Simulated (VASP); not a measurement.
Here is a VASP 6.6.1 calculation.

File INCAR:

```
SYSTEM = TiN
  PREC = Accurate
  ENCUT = 520
  EDIFF = 1E-6
  ISMEAR = -1
  SIGMA = 0.08
  LREAL = .FALSE.
  LASPH = .TRUE.
  NELM = 100
  ALGO = Normal
  ISIF = 2
  LWAVE = .FALSE.
  LCHARG = .TRUE.
  GGA = CA
  LELF = .TRUE.
  LVHAR = .TRUE.
  NBANDS = 16
```

The input KPOINTS:

```
Automatic mesh
0
G
  17 17 17
  0 0 0
```

Contents of POSCAR:

```
TiN
1.0
    0.0000000000      1.9988571400      1.9988571400
    1.9988571400      0.0000000000      1.9988571400
    1.9988571400      1.9988571400      0.0000000000
Ti N
1 1
Direct
    0.0000000000      0.0000000000      0.0000000000
    0.5000000000      0.5000000000      0.5000000000
```

Potentials or basis: VASP PAW LDA potentials, release 64 (Ti_sv, N).

Command:

```sh
$ cat potpaw_LDA.64/Ti_sv/POTCAR potpaw_LDA.64/N/POTCAR > POTCAR
$ mpirun -np 1 vasp_std > vasp.out
```

(1) Estimate the pressure.

Answers

(1) 54.9 GPa.
